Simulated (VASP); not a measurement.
A run of VASP 6.6.1 is set up as follows.

The input INCAR:

```
  PREC = Accurate
  ENCUT = 520
  EDIFF = 1E-6
  ISMEAR = 0
  SIGMA = 0.15
  LREAL = False
  LASPH = True
  NELM = 60
  ALGO = Fast
  ISIF = 2
  LWAVE = False
  LCHARG = False
  NBANDS = 11
```

Contents of KPOINTS:

```
Automatic mesh
0
Gamma
  22 22 22
```

The input POSCAR:

```
Pt
1.0
    0.0000000000      1.9222370364      2.0765926705
    1.9222370364      0.0000000000      2.0765926705
    1.9222370364      1.9222370364      0.0000000000
Pt
1
Direct
    0.0000000000      0.0000000000      0.0000000000
```

Potentials or basis: VASP PAW LDA potentials, release 64 (Pt).

Run with:

```bash
$ cat potpaw_LDA.64/Pt/POTCAR > POTCAR
$ mpirun -np 1 vasp_std > vasp.out
```

Problem. Predict the band gap on the k mesh.

Solution. Zero (band 5 reaches 11.68 eV, above the bottom of band 6 at 9.14 eV).

Problem. What does it give for the pressure?

Solution. -9.3 GPa.

Stress tensor (GPa, compression positive):
```
 -6.30   0.00   0.00
  0.00  -6.30   0.00
  0.00   0.00 -15.32
```

Caveat: spin-orbit coupling is left out, which moves the levels of the heavy elements.
